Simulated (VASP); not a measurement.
Here is a VASP 6.6.1 calculation.

The input INCAR:

```
PREC     = Accurate       # precision mode
ENCUT    = 520            # plane-wave cutoff, eV
EDIFF    = 1E-6           # SCF threshold, eV
ISMEAR   = -1             # smearing method
SIGMA    = 0.05           # smearing width, eV
LREAL    = False          # projectors in reciprocal space
LASPH    = True           # aspherical terms in the spheres
NELM     = 60             # most SCF steps
ALGO     = Normal         # electronic algorithm
ISIF     = 2              # what is computed and relaxed
LWAVE    = False          # write WAVECAR
LCHARG   = False          # write CHGCAR
GGA      = CA             # functional
NBANDS   = 16             # bands
```

Contents of KPOINTS:

```
regular mesh
0
Gamma
  7 7 5
```

The input POSCAR:

```
Te
1.0
    4.4540000000      0.0000000000      0.0000000000
   -2.2270000000      3.8572771485      0.0000000000
    0.0000000000      0.0000000000      5.9240000000
Te
3
Direct
    0.7310000000      0.7310000000      0.0000000000
    0.0000000000      0.2690000000      0.6666666667
    0.2690000000      0.0000000000      0.3333333333
```

Potentials or basis: VASP PAW LDA potentials, release 64 (Te).

Run with:

```console
$ cat potpaw_LDA.64/Te/POTCAR > POTCAR
$ mpirun -np 1 vasp_std > vasp.out
```

**Question.** Predict the band gap on the k mesh.

**Answer.** 0.57 eV, indirect (least direct gap 0.74 eV).

**Question.** Predict the pressure.

**Answer.** -1.8 GPa.

**Question.** What does it give for the largest force?

**Answer.** 0.084 eV/Å.

Stress tensor (GPa, compression positive):
```
-1.86  0.00  0.00
 0.00 -1.86  0.00
 0.00  0.00 -1.79
```

Caveat: spin-orbit coupling is left out, which moves the levels of the heavy elements. LDA gaps usually lie below the measured ones, often by a third to a half.
